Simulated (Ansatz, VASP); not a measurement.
**Sb: VASP beside Ansatz**

```
Sb
1.0
     2.15060    1.24165    3.74400
    -2.15060    1.24165    3.74400
     0.00000   -2.48330    3.74400
Sb
2
Direct
  0.14249 0.24113 0.27723
  0.76636 0.76636 0.76636
```

Alike in both runs: task single point; functional PBEsol; k mesh 12 × 12 × 12; occupations gaussian, width 0.15 eV; no spin polarisation.

|  | VASP | Ansatz |
| --- | --- | --- |
| version | VASP 6.6.1 | Ansatz 0.2.0 |
| potentials or method | VASP PAW PBE potentials, release 64 (Sb), cutoff 520 eV | scalar-relativistic, plane waves, PAW |
| valence electrons in the cell | 10 | 30 |

Ansatz gave:

```
gap on the k mesh at the Fermi level (eV)                     : none
pressure (GPa)                                                : 4.4
traceless stress, the component that is largest in VASP (GPa) : 3.94
rms of the force components (eV/Å)                            : 1.181
```

Question: Estimate VASP's values.

Answer: gap on the k mesh at the Fermi level (eV): none; pressure (GPa): 4.8; traceless stress, the component that is largest in VASP (GPa): 4.06; rms of the force components (eV/Å): 1.243.

VASP's potentials were made for PBE, not for PBEsol. Atom by atom the forces differ by 0.063 eV/Å (rms over components). A gap of «none» marks a metal or a gap that the smearing closes. VASP's potentials hold 10 valence electrons a cell and Ansatz's 30, so a difference there can come from the potentials and not from the codes.

Spin-orbit coupling is off throughout.
